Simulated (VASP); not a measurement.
# Br (C2) in VASP: single point with PBE

Aim: the single point of Br with PBE.

All numbers are computed with VASP 6.6.1; they aren't measurements. Logs are shortened: lines on timing, memory, paths and dates and some standing lists are left out, and cuts for length are marked.

**1. The cell of the first run**

The structure is monoclinic, space group C2 (No. 5). The conventional cell has a = 4.606 Å, b = 6.824 Å, c = 8.159 Å, α = 90.00°, β = 90.94°, γ = 90.00°. Br (site symmetry 1) has 2 Br at 2.38 to 3.10 Å within 3.1 Å. Within 3.2 Å of Br (site symmetry 1) lie 3 Br at 2.42 to 3.12 Å.

**2. Single point, PBE (strained and its atoms moved)**

INCAR reads:

```
PREC = Accurate ; ENCUT = 520
EDIFF = 1E-6 ; ISMEAR = 0
SIGMA = 0.02 ; LREAL = False
LASPH = True ; NELM = 60
ALGO = Normal ; ISIF = 2
LWAVE = False ; LCHARG = False
GGA = PE ; NBANDS = 22
```

KPOINTS reads:

```
Automatic mesh
0
Gamma
  8 8 4
```

POSCAR reads:

```
Br
1.0
    3.4118717500     -2.3029664000     -0.0180768000
    3.4118717500      2.3029664000      0.0180768000
    0.0000000000      0.0703704000      8.1582576000
Br
4
Direct
    0.1566458644      0.8720993957      0.1228520223
    0.6318441411      0.3394105988      0.3782639543
    0.8720993957      0.1566458644      0.8771479777
    0.3394105988      0.6318441411      0.6217360457
```

Potentials or basis: VASP PAW PBE potentials, release 64 (Br).

Launch:

```sh
> cat potpaw_PBE.64/Br/POTCAR > POTCAR
> mpirun -np 1 vasp_std > vasp.out
```

OUTCAR:

```text
PREC = Accurate
   ENCUT = 520
   EDIFF = 1E-6
   ISMEAR = 0
   LREAL = False
   LASPH = True
   NELM = 60
   ISIF = 2
   GGA = PE

 ion  position               nearest neighbor table
   1  0.157  0.872  0.123-   3 2.38
   2  0.632  0.339  0.378-   4 2.42
   3  0.872  0.157  0.877-   1 2.38
   4  0.339  0.632  0.622-   2 2.42

  LATTYP: Found a base centered monoclinic cell.
 ALAT       =     4.6060746890
 B/A-ratio  =     1.4814660987
 C/A-ratio  =     1.7712611369
 COS(beta)  =    -0.0164738997

  Lattice vectors:

 A1 = (  -3.4118717500,  -2.3029664000,  -0.0180768000)
 A2 = (   3.4118717500,  -2.3029664000,  -0.0180768000)
 A3 = (   0.0000000000,   0.0703704000,   8.1582576000)

Analysis of symmetry for initial positions (statically):
=====================================================================
 Subroutine PRICEL returns:
 Original cell was already a primitive cell.

 Routine SETGRP: Setting up the symmetry group for a
 base centered monoclinic supercell.

 Subroutine GETGRP returns: Found  2 space group operations
 (whereof  2 operations were pure point group operations)
 out of a pool of  4 trial point group operations.

The static configuration has the point symmetry C_2 .

Analysis of symmetry for dynamics (positions and initial velocities):
=====================================================================
 Subroutine PRICEL returns:
 Original cell was already a primitive cell.

 Routine SETGRP: Setting up the symmetry group for a
 base centered monoclinic supercell.

 Subroutine GETGRP returns: Found  2 space group operations
 (whereof  2 operations were pure point group operations)
 out of a pool of  4 trial point group operations.

The dynamic configuration has the point symmetry C_2 .

 Subroutine INISYM returns: Found  2 space group operations
 (whereof  2 operations are pure point group operations),
 and found     1 'primitive' translations

----------------------------------------------------------------------------------------

                                     Primitive cell

  volume of cell :     128.1971

  direct lattice vectors                    reciprocal lattice vectors
     3.411871750 -2.302966400 -0.018076800     0.146547126 -0.217125988  0.001872856
     3.411871750  2.302966400  0.018076800     0.146547126  0.217125988 -0.001872856
     0.000000000  0.070370400  8.158257600     0.000000000 -0.000962201  0.122583493

  length of vectors
     4.116412254  4.116412254  8.158561090     0.261960422  0.261960422  0.122587269

  position of ions in fractional coordinates (direct lattice)
     0.156645864  0.872099396  0.122852022
     0.631844141  0.339410599  0.378263954
     0.872099396  0.156645864  0.877147978
     0.339410599  0.631844141  0.621736046

  ion indices of the primitive-cell ions
   primitive index   ion index
                 1           1
                 2           2
                 3           3
                 4           4

----------------------------------------------------------------------------------------

 KPOINTS: Automatic mesh

Automatic generation of k-mesh.
 Grid dimensions read from file:
 generate k-points for:    8    8    4

 Generating k-lattice:

  Cartesian coordinates                     Fractional coordinates (reciprocal lattice)
     0.018318391 -0.027140749  0.000234107     0.125000000 -0.000000000  0.000000000
     0.018318391  0.027140749 -0.000234107    -0.000000000  0.125000000  0.000000000
     0.000000000 -0.000240550  0.030645873     0.000000000  0.000000000  0.250000000

  Length of vectors
     0.032745053  0.032745053  0.030646817

  Shift w.r.t. Gamma in fractional coordinates (k-lattice)
     0.000000000  0.000000000  0.000000000

 Subroutine IBZKPT returns following result:
 ===========================================

 Found     78 irreducible k-points:

 Following reciprocal coordinates:
            Coordinates               Weight
  0.000000  0.000000  0.000000      1.000000
  0.125000 -0.000000  0.000000      4.000000
  0.250000 -0.000000  0.000000      4.000000
  0.375000  0.000000  0.000000      4.000000
  0.500000 -0.000000  0.000000      2.000000
  0.125000  0.125000  0.000000      2.000000
[... 16 lines left out ...]
  0.125000 -0.000000  0.250000      4.000000
  0.250000 -0.000000  0.250000      4.000000
 [... further k-points ...]
   k-points           NKPTS =     78   k-points in BZ     NKDIM =     78   number of bands    NBANDS=     22
   number of dos      NEDOS =    301   number of ions     NIONS =      4
   total plane-waves  NPLWV =  65536
   dimension x,y,z NGX =    32 NGY =   32 NGZ =   64
   dimension x,y,z NGXF=    64 NGYF=   64 NGZF=  128
   ions per type =               4
   NGX,Y,Z   is equivalent  to a cutoff of  12.92, 12.92, 13.04 a.u.
   NGXF,Y,Z  is equivalent  to a cutoff of  25.85, 25.85, 26.08 a.u.
 SYSTEM =  unknown system
   PREC   = accura    normal or accurate (medium, high low for compatibility)
   ISTART =      0    job   : 0-new  1-cont  2-samecut
   ICHARG =      2    charge: 1-file 2-atom 10-const
   ISPIN  =      1    spin polarized calculation?
   LNONCOLLINEAR =      F non collinear calculations
   LSORBIT =      F    spin-orbit coupling
   LASPH  =      T    aspherical Exc in radial PAW
   ENCUT  =  520.0 eV  38.22 Ry    6.18 a.u.   7.65  7.65 15.17*2*pi/ulx,y,z
   NELM   =     60;   NELMIN=  2; NELMDL= -5     # of ELM steps
   EDIFF  = 0.1E-05   stopping-criterion for ELM
   LREAL  =      F    real-space projection
   EDIFFG = 0.1E-04   stopping-criterion for IOM
   NSW    =      0    number of steps for IOM
   IBRION =     -1    ionic relax: 0-MD 1-quasi-New 2-CG
   NFREE  =      0    steps in history (QN), initial steepest desc. (CG)
   ISIF   =      2    stress and relaxation
   ISYM   =      2    0-nonsym 1-usesym 2-fastsym
   POTIM  = 0.5000    time-step for ionic-motion
   TEBEG  =    0.0;   TEEND  =   0.0 temperature during run
   PSTRESS=    0.0 pullay stress
   NELECT =      28.0000    total number of electrons
   NUPDOWN=      -1.0000    fix difference up-down
   EMIN   =  10.00;   EMAX   =-10.00  energy-range for DOS
   EFERMI =   0.00;   METHOD = LEGACY
   ISMEAR =     0;   SIGMA  =   0.02  broadening in eV -4-tet -1-fermi 0-gaus
   EFERMI_NEDOS =   21; number of points for ismear=-14 and -15
   IALGO  =     38    algorithm
   IMIX   =      4    mixing-type and parameters
     AMIX     =   0.40;   BMIX     =  1.00
     AMIX_MAG =   1.60;   BMIX_MAG =  1.00
  volume/ion in A,a.u.               =      32.05       216.28
  Fermi-wavevector in a.u.,A,eV,Ry     =   0.985904  1.863089 13.224961  0.972007
  Thomas-Fermi vector in A             =   2.117246
   LORBIT       =      0    0 simple, 1 ext, 2 COOP (PROOUT), +10 PAW based schemes
   GGA     = PE    functional components
   LHFCALC =     F    Hartree Fock is set to
   AEXX    =    0.0000 exact exchange contribution
   IVDW    =     0    specifies the selected vdW correction
   LEPSILON=     F    determine dielectric tensor
   LRPA    =     F    only Hartree local field effects (RPA)
 non-spin polarized calculation
 Gauss-broadening in eV      SIGMA  =   0.02
  energy-cutoff  :      520.00
  volume of cell :      128.20
 maximum number of plane-waves:      3484
   NGX = 15   NGY = 15   NGZ = 31

 number of electron      27.9999999 magnetization

 Free energy of the ion-electron system (eV)
  ---------------------------------------------------
  ext. energy  EPLUGINS =         0.00000000
  ---------------------------------------------------
  free energy    TOTEN  =        -6.41071216 eV

  energy without entropy =       -6.41071216  energy(sigma->0) =       -6.41071216

 E-fermi :   0.2380     XC(G=0):  -8.1438

 val. band max:        0.1485428632   @ k =   0.5000   0.5000   0.0000
 cond. band min:       1.4683984478   @ k =   0.5000   0.5000   0.5000
 fundamental gap:      1.3198555845
 Fermi energy:         0.2379862086

 k-point     1 :       0.0000    0.0000    0.0000
  band No.  band energies     occupation
      1     -15.6586      2.00000
      2     -14.9726      2.00000
      3     -13.5024      2.00000
      4     -12.4011      2.00000
      5      -4.6426      2.00000
      6      -3.7037      2.00000
[... 14 lines left out ...]
     21       9.1150      0.00000
     22       9.2840      0.00000

 k-point     2 :       0.1250   -0.0000    0.0000
  band No.  band energies     occupation
      1     -15.6148      2.00000
      2     -14.9713      2.00000
      3     -13.4641      2.00000
      4     -12.4513      2.00000
      5      -4.6701      2.00000
      6      -3.8309      2.00000
[... 14 lines left out ...]
     21       8.9387      0.00000
     22       9.2309      0.00000

 k-point     3 :       0.2500   -0.0000    0.0000
  band No.  band energies     occupation
      1     -15.4966      2.00000
      2     -14.9785      2.00000
      3     -13.3560      2.00000
      4     -12.5897      2.00000
      5      -4.7556      2.00000
      6      -4.1866      2.00000
[... 14 lines left out ...]
     21       9.1082      0.00000
     22       9.5629      0.00000

 k-point     4 :       0.3750    0.0000    0.0000
  band No.  band energies     occupation
      1     -15.3447      2.00000
      2     -15.0156      2.00000
      3     -13.1950      2.00000
      4     -12.7832      2.00000
      5      -4.8489      2.00000
      6      -4.5693      2.00000
[... 14 lines left out ...]
     21       9.7301      0.00000
     22      10.3020      0.00000

 k-point     5 :       0.5000   -0.0000    0.0000
  band No.  band energies     occupation
      1     -15.2520      2.00000
      2     -15.0596      2.00000
      3     -13.0261      2.00000
      4     -12.9663      2.00000
      5      -4.8591      2.00000
      6      -4.7585      2.00000
[... 14 lines left out ...]
     21      10.4631      0.00000
     22      10.6283      0.00000

 k-point     6 :       0.1250    0.1250    0.0000
  band No.  band energies     occupation
      1     -15.6236      2.00000
      2     -14.9538      2.00000
      3     -13.4727      2.00000
      4     -12.4088      2.00000
      5      -4.6209      2.00000
      6      -3.7518      2.00000
[... 14 lines left out ...]
     21       9.0709      0.00000
     22       9.6570      0.00000

 k-point     7 :       0.2500    0.1250    0.0000
  band No.  band energies     occupation
      1     -15.5524      2.00000
      2     -14.9406      2.00000
      3     -13.4106      2.00000
      4     -12.4680      2.00000
      5      -4.6382      2.00000
      6      -3.9203      2.00000
[... 324 lines left out ...]
      6      -4.3896      2.00000
[... 14 lines left out ...]
     21       9.6444      0.00000
     22      10.1850      0.00000

 k-point    21 :       0.5000    0.5000    0.0000
  band No.  band energies     occupation
      1     -15.4092      2.00000
      2     -14.8427      2.00000
      3     -13.2913      2.00000
      4     -12.4562      2.00000
      5      -4.4543      2.00000
      6      -4.0376      2.00000
[... 14 lines left out ...]
     21      10.4409      0.00000
     22      10.6178      0.00000

 k-point    22 :       0.0000    0.0000    0.2500
  band No.  band energies     occupation
      1     -15.5927      2.00000
      2     -15.1114      2.00000
      3     -13.2999      2.00000
      4     -12.5397      2.00000
      5      -4.5557      2.00000
      6      -3.9173      2.00000
[... 14 lines left out ...]
     21       8.9422      0.00000
     22       9.0385      0.00000

 k-point    23 :       0.1250   -0.0000    0.2500
  band No.  band energies     occupation
      1     -15.5501      2.00000
      2     -15.1013      2.00000
      3     -13.2746      2.00000
      4     -12.5829      2.00000
      5      -4.6111      2.00000
      6      -3.9775      2.00000
[... 14 lines left out ...]
     21       8.9990      0.00000
     22       9.1913      0.00000

 k-point    24 :       0.2500   -0.0000    0.2500
  band No.  band energies     occupation
      1     -15.4421      2.00000
      2     -15.0739      2.00000
      3     -13.2148      2.00000
      4     -12.6942      2.00000
      5      -4.7198      2.00000
      6      -4.1667      2.00000
[... 14 lines left out ...]
     21       9.2204      0.00000
     22       9.4080      0.00000

 [... further k-points ...]
[... 5 lines left out ...]
  --------------------------------------------------------------------------------------
  -------------------------------------------------------------------------------------
  Total        1.2288783      0.0573690      0.8777765      0.0000000     -0.7376038      0.0000000
  in kB       15.3582291      0.7169842     10.9702429      0.0000000     -9.2183974      0.0000000
  external PRESSURE =       9.0151521 kB  Pullay stress =       0.0000000 kB

 VOLUME and BASIS-vectors are now :
 -----------------------------------------------------------------------------
  energy-cutoff  :      520.00
  volume of cell :      128.20
      direct lattice vectors                 reciprocal lattice vectors
     3.411871750 -2.302966400 -0.018076800     0.146547126 -0.217125988  0.001872856
     3.411871750  2.302966400  0.018076800     0.146547126  0.217125988 -0.001872856
     0.000000000  0.070370400  8.158257600     0.000000000 -0.000962201  0.122583493

 POSITION                                       TOTAL-FORCE (eV/Angst)
 -----------------------------------------------------------------------------------
      3.50995      1.65631      1.01519        -0.066806     -0.114999     -0.059201
      3.31380     -0.64685      3.08069         0.066806      0.106690      0.343695
      3.50995     -1.58594      7.14307        -0.066806      0.114999      0.059201
      3.31380      0.71722      5.07757         0.066806     -0.106690     -0.343695
 -----------------------------------------------------------------------------------
    total drift:                                0.000087     -0.000000      0.000000

  FREE ENERGIE OF THE ION-ELECTRON SYSTEM (eV)
  ---------------------------------------------------
  free  energy   TOTEN  =        -6.4107121602 eV

  energy  without entropy=       -6.4107121602  energy(sigma->0) =       -6.41071216
```

Wall time 2.3 min (1 thread of Oxide Virtual Turin-like, shared host); peak memory 0.29 GiB.

Results:

```yaml
Free_energy: -6.4107 eV
Pressure: 0.9 GPa
Largest_force: 0.366 eV/Å
Band_gap_on_the_k_mesh: 1.32 eV, indirect (least direct gap 1.53 eV)
```

Forces in eV/Å, atoms in the order of the input:
```
Br  -0.067 -0.115 -0.059
Br   0.067  0.107  0.344
Br  -0.067  0.115  0.059
Br   0.067 -0.107 -0.344
```

Caveat: the cell differs from its parent crystal (strained and its atoms moved). A k mesh can miss the band edges.
